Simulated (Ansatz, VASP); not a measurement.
Two plane-wave programs on AlCo3

The input INCAR:

```
SYSTEM = AlCo3
PREC = Accurate
ENCUT = 520
EDIFF = 1E-6
ISMEAR = 0
SIGMA = 0.3
LREAL = .FALSE.
LASPH = .TRUE.
NELM = 150
ALGO = Fast
ISIF = 2
LWAVE = .FALSE.
LCHARG = .FALSE.
ISPIN = 2
MAGMOM = 0 1.48 1.48 1.48
LORBIT = 11
LMAXMIX = 4
GGA = PS
NBANDS = 27
```

KPOINTS

```
Automatic mesh
0
G
  12 12 12
  0 0 0
```

POSCAR

```
AlCo3
1.0
    3.5749480000      0.0000000000      0.0000000000
    0.0000000000      3.5749480000      0.0000000000
    0.0000000000      0.0000000000      3.5749480000
Al Co
1 3
Direct
    0.0000000000      0.0000000000      0.0000000000
    0.5000000000      0.5000000000      0.0000000000
    0.5000000000      0.0000000000      0.5000000000
    0.0000000000      0.5000000000      0.5000000000
```

Input for Ansatz:

```yaml
crystal:
  lattice:
    - [3.574948, 0.0, 0.0]
    - [0.0, 3.574948, 0.0]
    - [0.0, 0.0, 3.574948]
  atoms:
    - { symbol: Al, position: [0.0, 0.0, 0.0] }
    - { symbol: Co, position: [0.5, 0.5, 0.0], spin: 1.48 }
    - { symbol: Co, position: [0.5, 0.0, 0.5], spin: 1.48 }
    - { symbol: Co, position: [0.0, 0.5, 0.5], spin: 1.48 }
basis:
  ecutwfc: 420
kpoints:
  mp_grid: { grid: [12, 12, 12] }
hamiltonian:
  xc: pbesol
scf:
  occupations: { method: gaussian, width: 0.3 }
output:
  forces: true
  stress: true
  eigenvalues: true
  populations: true
magnetization:
  spin_polarized: true
```

Alike in both runs: task single point; functional PBEsol; k mesh 12 × 12 × 12; occupations gaussian, width 0.3 eV; collinear spin.

|  | VASP | Ansatz |
| --- | --- | --- |
| version | VASP 6.6.1 | Ansatz 0.2.0 |
| potentials or method | VASP PAW PBE potentials, release 64 (Al, Co), cutoff 520 eV | scalar-relativistic, plane waves, PAW |
| valence electrons in the cell | 30 | 54 |

|  | VASP | Ansatz | Ansatz less VASP |
| --- | --- | --- | --- |
| gap on the k mesh at the Fermi level (eV) | none | none | - |
| pressure (GPa) | -7.4 | -7.2 | +0.25 |
| net moment per atom (μB) | 0.94 | 0.95 | +0.007 |
| size of the moment on the site where the two differ most (μB) | 1.29 | 1.31 | +0.029 |

VASP's potentials were made for PBE, not for PBEsol. Site moments also hang on the region over which each program counts them. A gap of «none» marks a metal or a gap that the smearing closes. VASP's potentials hold 30 valence electrons a cell and Ansatz's 54, so a difference there can come from the potentials and not from the codes.
